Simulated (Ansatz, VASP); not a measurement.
**One calculation of Cr, two programs**

File INCAR:

```
SYSTEM = Cr
PREC = Accurate
ENCUT = 500
EDIFF = 1E-6
ISMEAR = -1
SIGMA = 0.1
LREAL = .FALSE.
LASPH = .TRUE.
NELM = 120
ALGO = Normal
ISIF = 2
LWAVE = .FALSE.
LCHARG = .TRUE.
GGA = PE
LELF = .TRUE.
LVHAR = .TRUE.
NBANDS = 12
GGA_COMPAT = .FALSE.
```

KPOINTS

```
Automatic mesh
0
G
  15 15 15
  0 0 0
```

POSCAR

```
Cr
1.0
   -1.4243177237      1.4243177237      1.4243177237
    1.4243177237     -1.4243177237      1.4243177237
    1.4243177237      1.4243177237     -1.4243177237
Cr
1
Direct
    0.0000000000      0.0000000000      0.0000000000
```

Input for Ansatz:

```yaml
crystal:
  lattice:
    - [-1.4243177237, 1.4243177237, 1.4243177237]
    - [1.4243177237, -1.4243177237, 1.4243177237]
    - [1.4243177237, 1.4243177237, -1.4243177237]
  atoms:
    - { symbol: Cr, position: [0.0, 0.0, 0.0] }
hamiltonian:
  xc: pbe
  pseudopotentials:
    kind: paw
    azcp:
      Cr: "pseudopotentials/Cr.paw.azcp"
basis:
  ecutwfc: 420
  fft_grid_basis: typed
kpoints:
  mp_grid: { grid: [15, 15, 15], shift: [0, 0, 0] }
magnetization:
  spin_polarized: false
scf:
  occupations: { method: fermi_dirac, width: 0.1 }
  lower_state_search: "off"
output:
  stress: true
  write_density: true
  write_potential: true
  elf: true
  volumetric_format: npy
```

Alike in both runs: task single point; functional PBE; k mesh 15 × 15 × 15; occupations fermi-dirac, width 0.1 eV; no spin polarisation.

```csv
,VASP,Ansatz
version,VASP 6.6.1,Ansatz 0.2.0
potentials or method,"VASP PAW PBE potentials, release 64 (Cr_pv), cutoff 500 eV","plane waves (420 eV) with PAW, scalar-relativistic"
valence electrons in the cell,12,14
```

```csv
,VASP,Ansatz,Ansatz less VASP
pressure (GPa),-0.6,0.0,+0.65
```

VASP's potentials hold 12 valence electrons a cell and Ansatz's 14, so a difference there can come from the potentials and not from the codes.
